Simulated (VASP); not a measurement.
# K2CdSe2O6 (R-3m) in VASP: notebook

The runs below take K2CdSe2O6 through electric field gradients, with PBE, r2SCAN.

Everything below comes from runs of VASP 6.6.1. Logs are shortened: lines on timing, memory, paths and dates and some standing lists are left out, and cuts for length are marked.

### 1 The cell of the first run

It takes space group R-3m (No. 166, trigonal). The conventional cell has a = 5.698 Å, b = 5.698 Å, c = 18.949 Å, α = 90.00°, β = 90.00°, γ = 120.00°. Within 3.8 Å of K (site symmetry 3m) lie 9 O at 2.82 to 3.05 Å and 4 Se at 3.41 to 3.75 Å and 3 K at 3.47 Å and 1 Cd at 3.72 Å. Cd (site symmetry -3m) has 6 O at 2.32 Å within 3.1 Å. Within 2.2 Å of Se (site symmetry 3m) lie 3 O at 1.69 Å. O (site symmetry m) has 1 Se at 1.69 Å within 2.2 Å.

### 2 Electric field gradients, PBE

File INCAR:

```
ALGO = Normal
EDIFF = 1E-8
ENCUT = 520
GGA = PE
ISIF = 2
ISMEAR = -1
LASPH = T
LCHARG = F
LEFG = T
LREAL = F
LWAVE = F
NBANDS = 50
NELM = 60
PREC = Accurate
SIGMA = 0.02
```

File KPOINTS:

```
k-points
0
Gamma
  5 5 5
```

File POSCAR:

```
K2CdSe2O6
1.0
    2.8487500567      1.6447266121      6.3162000000
   -2.8487500567      1.6447266121      6.3162000000
    0.0000000000     -3.2894532242      6.3162000000
K Cd Se O
2 1 2 6
Direct
    0.8039266667      0.8039266667      0.8039266667
    0.1960733333      0.1960733333      0.1960733333
    0.0000000000      0.0000000000      0.0000000000
    0.6239666667      0.6239666667      0.6239666667
    0.3760333333      0.3760333333      0.3760333333
    0.7419600000      0.2762600000      0.7419600000
    0.7419600000      0.7419600000      0.2762600000
    0.2762600000      0.7419600000      0.7419600000
    0.2580400000      0.7237400000      0.2580400000
    0.7237400000      0.2580400000      0.2580400000
    0.2580400000      0.2580400000      0.7237400000
```

Potentials or basis: VASP PAW PBE potentials, release 64 (K_sv, Cd, Se, O).

On the command line:

```bash
cat potpaw_PBE.64/K_sv/POTCAR potpaw_PBE.64/Cd/POTCAR potpaw_PBE.64/Se/POTCAR potpaw_PBE.64/O/POTCAR > POTCAR
mpirun -np 1 vasp_std > vasp.out
```

OUTCAR:

```text
EDIFF = 1E-8
   ENCUT = 520
   GGA = PE
   ISIF = 2
   ISMEAR = -1
   LASPH = T
   LREAL = F
   NELM = 60
   PREC = Accurate

 ion  position               nearest neighbor table
   1  0.804  0.804  0.804-   6 2.82   8 2.82   7 2.82   2 3.47   2 3.47   2 3.47   3 3.72
   2  0.196  0.196  0.196-   9 2.82  10 2.82  11 2.82   1 3.47   1 3.47   1 3.47   3 3.72
   3  0.000  0.000  0.000-   6 2.32   8 2.32   9 2.32  10 2.32   7 2.32  11 2.32   1 3.72   2 3.72

   4  0.624  0.624  0.624-   6 1.69   8 1.69   7 1.69
   5  0.376  0.376  0.376-   9 1.69  10 1.69  11 1.69
   6  0.742  0.276  0.742-   4 1.69   3 2.32   1 2.82
   7  0.742  0.742  0.276-   4 1.69   3 2.32   1 2.82
   8  0.276  0.742  0.742-   4 1.69   3 2.32   1 2.82
   9  0.258  0.724  0.258-   5 1.69   3 2.32   2 2.82
  10  0.724  0.258  0.258-   5 1.69   3 2.32   2 2.82
  11  0.258  0.258  0.724-   5 1.69   3 2.32   2 2.82

  LATTYP: Found a trigonal (rhomboedric) cell.
 ALAT       =     7.1214384049
 COS(alpha) =     0.6799607495

  Lattice vectors:

 A1 = (   2.8487500567,   1.6447266121,   6.3162000000)
 A2 = (  -2.8487500567,   1.6447266121,   6.3162000000)
 A3 = (   0.0000000000,  -3.2894532242,   6.3162000000)

Analysis of symmetry for initial positions (statically):
=====================================================================
 Subroutine PRICEL returns:
 Original cell was already a primitive cell.

 Routine SETGRP: Setting up the symmetry group for a
 trigonal (rhombohedral) supercell.

 Subroutine GETGRP returns: Found 12 space group operations
 (whereof 12 operations were pure point group operations)
 out of a pool of 12 trial point group operations.

The static configuration has the point symmetry D_3d.

Analysis of symmetry for dynamics (positions and initial velocities):
=====================================================================
 Subroutine PRICEL returns:
 Original cell was already a primitive cell.

 Routine SETGRP: Setting up the symmetry group for a
 trigonal (rhombohedral) supercell.

 Subroutine GETGRP returns: Found 12 space group operations
 (whereof 12 operations were pure point group operations)
 out of a pool of 12 trial point group operations.

The dynamic configuration has the point symmetry D_3d.

 Subroutine INISYM returns: Found 12 space group operations
 (whereof 12 operations are pure point group operations),
 and found     1 'primitive' translations

----------------------------------------------------------------------------------------

                                     Primitive cell

  volume of cell :     177.5641

  direct lattice vectors                    reciprocal lattice vectors
     2.848750057  1.644726612  6.316200000     0.175515574  0.101333964  0.052774347
    -2.848750057  1.644726612  6.316200000    -0.175515574  0.101333964  0.052774347
     0.000000000 -3.289453224  6.316200000     0.000000000 -0.202667927  0.052774347

  length of vectors
     7.121438405  7.121438405  7.121438405     0.209426408  0.209426408  0.209426408

  position of ions in fractional coordinates (direct lattice)
     0.803926667  0.803926667  0.803926667
     0.196073333  0.196073333  0.196073333
     0.000000000  0.000000000  0.000000000
     0.623966667  0.623966667  0.623966667
     0.376033333  0.376033333  0.376033333
     0.741960000  0.276260000  0.741960000
     0.741960000  0.741960000  0.276260000
     0.276260000  0.741960000  0.741960000
     0.258040000  0.723740000  0.258040000
     0.723740000  0.258040000  0.258040000
     0.258040000  0.258040000  0.723740000

  ion indices of the primitive-cell ions
   primitive index   ion index
                 1           1
                 2           2
                 3           3
                 4           4
                 5           5
                 6           6
                 7           7
[... 86 lines left out ...]
   EFERMI_NEDOS =   21; number of points for ismear=-14 and -15
   IALGO  =     38    algorithm
   IMIX   =      4    mixing-type and parameters
     AMIX     =   0.40;   BMIX     =  1.00
     AMIX_MAG =   1.60;   BMIX_MAG =  1.00
  volume/ion in A,a.u.               =      16.14       108.93
  Fermi-wavevector in a.u.,A,eV,Ry     =   1.244480  2.351726 21.071762  1.548731
  Thomas-Fermi vector in A             =   2.378745
   LORBIT       =      0    0 simple, 1 ext, 2 COOP (PROOUT), +10 PAW based schemes
   GGA     = PE    functional components
   LHFCALC =     F    Hartree Fock is set to
   AEXX    =    0.0000 exact exchange contribution
   IVDW    =     0    specifies the selected vdW correction
   LEPSILON=     F    determine dielectric tensor
   LRPA    =     F    only Hartree local field effects (RPA)
 non-spin polarized calculation
  energy-cutoff  :      520.00
  volume of cell :      177.56
 maximum number of plane-waves:      4818
 NGX is ok and might be reduce to    54
   NGX = 27   NGY = 27   NGZ = 27

 number of electron      78.0000014 magnetization

 Free energy of the ion-electron system (eV)
  ---------------------------------------------------
  ext. energy  EPLUGINS =         0.00000000
  ---------------------------------------------------
  free energy    TOTEN  =       -53.44636971 eV

  energy without entropy =      -53.44636971  energy(sigma->0) =      -53.44636971

 E-fermi :   1.2215     XC(G=0):  -9.4218

 val. band max:        0.6993188296   @ k =  -0.4000   0.2000  -0.0000
 cond. band min:       4.5317704798   @ k =   0.0000   0.0000   0.0000
 fundamental gap:      3.8324516502
 Fermi energy:         1.2214532550

 k-point     1 :       0.0000    0.0000    0.0000
  band No.  band energies     occupation
      1     -27.3095      2.00000
      2     -27.2262      2.00000
      3     -19.5612      2.00000
      4     -19.3782      2.00000
      5     -16.6811      2.00000
      6     -16.6811      2.00000
[... 996 lines left out ...]
     49       9.5251      0.00000
     50       9.7080      0.00000

------------------------ aborting loop because EDIFF is reached ----------------------------------------

  FORCE on cell =-STRESS in cart. coord.  units (eV):
  Direction    XX          YY          ZZ          XY          YZ          ZX
  --------------------------------------------------------------------------------------
  -------------------------------------------------------------------------------------
  Total        7.7610212      7.7610212      5.0369504      0.0000000     -0.0000000      0.0000000
  in kB       70.0284092     70.0284092     45.4488673      0.0000000     -0.0000000      0.0000000
  external PRESSURE =      61.8352285 kB  Pullay stress =       0.0000000 kB

 VOLUME and BASIS-vectors are now :
 -----------------------------------------------------------------------------
  energy-cutoff  :      520.00
  volume of cell :      177.56
      direct lattice vectors                 reciprocal lattice vectors
     2.848750057  1.644726612  6.316200000     0.175515574  0.101333964  0.052774347
    -2.848750057  1.644726612  6.316200000    -0.175515574  0.101333964  0.052774347
     0.000000000 -3.289453224  6.316200000     0.000000000 -0.202667927  0.052774347

 POSITION                                       TOTAL-FORCE (eV/Angst)
 -----------------------------------------------------------------------------------
      0.00000      0.00000     15.23328         0.000000      0.000000     -0.030861
      0.00000      0.00000      3.71532         0.000000      0.000000      0.030861
      0.00000      0.00000      0.00000        -0.000000      0.000000      0.000000
      0.00000      0.00000     11.82329         0.000000      0.000000      1.687695
      0.00000      0.00000      7.12531         0.000000      0.000000     -1.687695
      1.32666     -0.76595     11.11765         0.907063     -0.523693     -0.689117
      0.00000      1.53190     11.11765         0.000000      1.047386     -0.689117
     -1.32666     -0.76595     11.11765        -0.907063     -0.523693     -0.689117
     -1.32666      0.76595      7.83095        -0.907063      0.523693      0.689117
      1.32666      0.76595      7.83095         0.907063      0.523693      0.689117
      0.00000     -1.53190      7.83095         0.000000     -1.047386      0.689117
 -----------------------------------------------------------------------------------
    total drift:                               -0.000000     -0.000000      0.000000

  FREE ENERGIE OF THE ION-ELECTRON SYSTEM (eV)
  ---------------------------------------------------
  free  energy   TOTEN  =       -53.4463697051 eV

  energy  without entropy=      -53.4463697051  energy(sigma->0) =      -53.44636971

 Electric field gradients (V/A^2)
---------------------------------------------------------------------
 ion       V_xx      V_yy      V_zz      V_xy      V_xz      V_yz
---------------------------------------------------------------------
   1       1.280     1.280    -2.559     0.000     0.000    -0.000
   2       1.280     1.280    -2.559    -0.000    -0.000    -0.000
   3       8.111     8.111   -16.222    -0.000     0.000    -0.000
   4     152.648   152.648  -305.295    -0.000    -0.000     0.000
   5     152.648   152.648  -305.295     0.000     0.000     0.000
   6      60.899   -27.750   -33.149   -76.772   -45.939    26.523
   7     -72.074   105.223   -33.149    -0.000     0.000   -53.046
   8      60.899   -27.750   -33.149    76.772    45.939    26.523
   9      60.899   -27.750   -33.149   -76.772   -45.939    26.523
  10      60.899   -27.750   -33.149    76.772    45.939    26.523
  11     -72.074   105.223   -33.149    -0.000     0.000   -53.046
---------------------------------------------------------------------

 Electric field gradients after diagonalization (V/A^2)
 (convention: |V_zz| > |V_xx| > |V_yy|)
----------------------------------------------------------------------
 ion       V_xx      V_yy      V_zz     asymmetry (V_yy - V_xx)/ V_zz
----------------------------------------------------------------------
   1       1.280     1.280    -2.559       0.000
   2       1.280     1.280    -2.559       0.000
   3       8.111     8.111   -16.222       0.000
   4     152.648   152.648  -305.295       0.000
   5     152.648   152.648  -305.295       0.000
   6     -72.074   -51.144   123.218       0.170
   7     -72.074   -51.144   123.218       0.170
   8     -72.074   -51.144   123.218       0.170
   9     -72.074   -51.144   123.218       0.170
  10     -72.074   -51.144   123.218       0.170
  11     -72.074   -51.144   123.218       0.170
----------------------------------------------------------------------

           NMR quadrupolar parameters

 Cq : quadrupolar parameter    Cq=e*Q*V_zz/h
 eta: asymmetry parameters     (V_yy - V_xx)/ V_zz
 Q  : nuclear electric quadrupole moment in mb (millibarn)
----------------------------------------------------------------------
 ion       Cq(MHz)       eta       Q (mb)
----------------------------------------------------------------------
   1      -0.006       0.000       1.000
   2      -0.006       0.000       1.000
   3      -0.039       0.000       1.000
   4      -0.738       0.000       1.000
   5      -0.738       0.000       1.000
   6       0.298       0.170       1.000
   7       0.298       0.170       1.000
   8       0.298       0.170       1.000
   9       0.298       0.170       1.000
  10       0.298       0.170       1.000
  11       0.298       0.170       1.000
----------------------------------------------------------------------
```

Run time: 3.5 min. Hardware: 1 thread of Intel Xeon 6975P-C (Granite Rapids), shared host; peak memory 0.48 GiB.

Results:

| Item | Value |
| --- | --- |
| Free energy | -53.4464 eV |
| Pressure | 6.2 GPa |
| Largest force | 1.688 eV/Å |
| Band gap on the k mesh | 3.83 eV (least direct gap 4.16 eV) |
| Largest electric field gradient by atom | K -2.6; Cd -16.2; Se -305.3; O +123.2 V/Å² |

Forces on the atoms (eV/Å):
```
K    0.000  0.000 -0.031
K    0.000  0.000  0.031
Cd   0.000  0.000  0.000
Se   0.000  0.000  1.688
Se   0.000  0.000 -1.688
O    0.907 -0.524 -0.689
O    0.000  1.047 -0.689
O   -0.907 -0.524 -0.689
O   -0.907  0.524  0.689
O    0.907  0.524  0.689
O    0.000 -1.047  0.689
```

Levels at points of the mesh, in eV from the valence-band top:
| k point | band 35 | band 36 | band 37 | band 38 | band 39 | band 40 | band 41 | band 42 | band 43 | band 44 |
| --- | --- | --- | --- | --- | --- | --- | --- | --- | --- | --- |
| (0.00, 0.00, 0.00) | -0.50 | -0.38 | -0.38 | -0.34 | -0.33 | 3.83 | 4.76 | 4.76 | 5.41 | 6.01 |

Electric field gradients, principal values (V/Å²):
| atom | least | middle | greatest (by size) |
| --- | --- | --- | --- |
| 1 K | 1.280 | 1.280 | -2.559 |
| 2 K | 1.280 | 1.280 | -2.559 |
| 3 Cd | 8.111 | 8.111 | -16.222 |
| 4 Se | 152.648 | 152.648 | -305.295 |
| 5 Se | 152.648 | 152.648 | -305.295 |
| 6 O | -51.144 | -72.074 | 123.218 |
| 7 O | -51.144 | -72.074 | 123.218 |
| 8 O | -51.144 | -72.074 | 123.218 |
| 9 O | -51.144 | -72.074 | 123.218 |
| 10 O | -51.144 | -72.074 | 123.218 |
| 11 O | -51.144 | -72.074 | 123.218 |

Caveat: the cell stands under pressure; without QUAD_EFG the Cq values of the log hold for a quadrupole moment of 1 mb, not for the nuclei; forces of over 1 eV/Å act on the atoms, so gaps and moduli don't describe the material at rest.

### 3 Electric field gradients, r2SCAN

File POSCAR:

```
K2CdSe2O6
1.0
    2.8487500567      1.6447266121      6.3162000000
   -2.8487500567      1.6447266121      6.3162000000
    0.0000000000     -3.2894532242      6.3162000000
K Cd Se O
2 1 2 6
Direct
    0.8028445956      0.8028445956      0.8028445956
    0.1971554044      0.1971554044      0.1971554044
    0.0000000000      0.0000000000      0.0000000000
    0.6230053720      0.6230053720      0.6230053720
    0.3769946280      0.3769946280      0.3769946280
    0.7422333352      0.2696482368      0.7422333352
    0.7422333352      0.7422333352      0.2696482368
    0.2696482368      0.7422333352      0.7422333352
    0.2577666648      0.7303517632      0.2577666648
    0.7303517632      0.2577666648      0.2577666648
    0.2577666648      0.2577666648      0.7303517632
```

File INCAR.step1:

```
SYSTEM = K2CdSe2O6
PREC = Accurate
ENCUT = 520
ISMEAR = -1
SIGMA = 0.02
LREAL = .False.
LASPH = .True.
NELM = 100
NBANDS = 50
GGA = PE
ALGO = Normal
EDIFF = 1E-4
LWAVE = .True.
LCHARG = .False.
```

File INCAR.step2:

```
SYSTEM = K2CdSe2O6
PREC = Accurate
ENCUT = 520
EDIFF = 1E-8
ISMEAR = -1
SIGMA = 0.02
LREAL = .False.
LASPH = .True.
NELM = 100
ALGO = Normal
ISIF = 2
LWAVE = .False.
LCHARG = .False.
METAGGA = R2SCAN
LMIXTAU = .True.
LEFG = .True.
NBANDS = 50
ISTART = 1
```

File KPOINTS:

```
regular mesh
0
Gamma
  5 5 5
  0 0 0
```

Potentials or basis: VASP PAW PBE potentials, release 64 (K_sv, Cd, Se, O).

On the command line:

```bash
cat potpaw_PBE.64/K_sv/POTCAR potpaw_PBE.64/Cd/POTCAR potpaw_PBE.64/Se/POTCAR potpaw_PBE.64/O/POTCAR > POTCAR
cp INCAR.step1 INCAR
mpirun -np 1 vasp_std > vasp.out
cp INCAR.step2 INCAR
mpirun -np 1 vasp_std > vasp.out
```

OUTCAR:

```text
SYSTEM = K2CdSe2O6
   PREC = Accurate
   ENCUT = 520
   EDIFF = 1E-8
   ISMEAR = -1
   LREAL = .False.
   LASPH = .True.
   NELM = 100
   ISIF = 2
   METAGGA = R2SCAN
   ISTART = 1

 ion  position               nearest neighbor table
   1  0.803  0.803  0.803-   6 2.79   8 2.79   7 2.79   2 3.49   2 3.49   2 3.49   3 3.74
   2  0.197  0.197  0.197-   9 2.79  10 2.79  11 2.79   1 3.49   1 3.49   1 3.49   3 3.74
   3  0.000  0.000  0.000-   6 2.33   8 2.33   9 2.33  10 2.33   7 2.33  11 2.33   1 3.74   2 3.74

   4  0.623  0.623  0.623-   6 1.72   8 1.72   7 1.72
   5  0.377  0.377  0.377-   9 1.72  10 1.72  11 1.72
   6  0.742  0.270  0.742-   4 1.72   3 2.33   1 2.79
   7  0.742  0.742  0.270-   4 1.72   3 2.33   1 2.79
   8  0.270  0.742  0.742-   4 1.72   3 2.33   1 2.79
   9  0.258  0.730  0.258-   5 1.72   3 2.33   2 2.79
  10  0.730  0.258  0.258-   5 1.72   3 2.33   2 2.79
  11  0.258  0.258  0.730-   5 1.72   3 2.33   2 2.79

  LATTYP: Found a trigonal (rhomboedric) cell.
 ALAT       =     7.1214384049
[... 1271 lines left out ...]
   1       0.363     0.363    -0.726       0.000
   2       0.363     0.363    -0.726       0.000
   3      13.115    13.115   -26.230       0.000
   4     157.583   157.583  -315.165       0.000
   5     157.583   157.583  -315.165       0.000
   6     -77.769   -57.880   135.648       0.147
   7     -77.769   -57.880   135.648       0.147
   8     -77.769   -57.880   135.648       0.147
   9     -77.769   -57.880   135.648       0.147
  10     -77.769   -57.880   135.648       0.147
  11     -77.769   -57.880   135.648       0.147
----------------------------------------------------------------------

           NMR quadrupolar parameters

 Cq : quadrupolar parameter    Cq=e*Q*V_zz/h
 eta: asymmetry parameters     (V_yy - V_xx)/ V_zz
 Q  : nuclear electric quadrupole moment in mb (millibarn)
----------------------------------------------------------------------
 ion       Cq(MHz)       eta       Q (mb)
----------------------------------------------------------------------
   1      -0.002       0.000       1.000
   2      -0.002       0.000       1.000
   3      -0.063       0.000       1.000
   4      -0.762       0.000       1.000
   5      -0.762       0.000       1.000
   6       0.328       0.147       1.000
   7       0.328       0.147       1.000
   8       0.328       0.147       1.000
   9       0.328       0.147       1.000
  10       0.328       0.147       1.000
  11       0.328       0.147       1.000
----------------------------------------------------------------------
```

Wall time 13 min (1 thread of Intel Xeon 6975P-C (Granite Rapids), shared host); peak memory 0.51 GiB.

What came out:

| Property | Result |
| --- | --- |
| Free energy | -112.1435 eV |
| Pressure | -0.9 GPa |
| Largest force | 0.497 eV/Å |
| Band gap on the k mesh | 4.44 eV (least direct gap 4.61 eV) |
| Largest electric field gradient by atom | K -0.7; Cd -26.2; Se -315.2; O +135.6 V/Å² |

Forces on the atoms (eV/Å):
```
K    0.000  0.000  0.038
K    0.000  0.000 -0.038
Cd   0.000  0.000  0.000
Se   0.000  0.000 -0.497
Se   0.000  0.000  0.497
O   -0.288  0.166  0.217
O    0.000 -0.332  0.217
O    0.288  0.166  0.217
O    0.288 -0.166 -0.217
O   -0.288 -0.166 -0.217
O    0.000  0.332 -0.217
```

Stress tensor (GPa, compression positive):
```
-0.99  0.00  0.00
 0.00 -0.99  0.00
 0.00  0.00 -0.71
```

Electric field gradients, principal values (V/Å²):
```
atom    least   middle  greatest (by size)
 1 K    0.363    0.363              -0.726
 2 K    0.363    0.363              -0.726
3 Cd   13.115   13.115             -26.230
4 Se  157.583  157.583            -315.165
5 Se  157.583  157.583            -315.165
 6 O  -57.880  -77.769             135.648
 7 O  -57.880  -77.769             135.648
 8 O  -57.880  -77.769             135.648
 9 O  -57.880  -77.769             135.648
10 O  -57.880  -77.769             135.648
11 O  -57.880  -77.769             135.648
```

Caveat: without QUAD_EFG the Cq values of the log hold for a quadrupole moment of 1 mb, not for the nuclei; the PAW data sets were made with another functional, which shifts forces and pressure a little. A k mesh can miss the band edges.
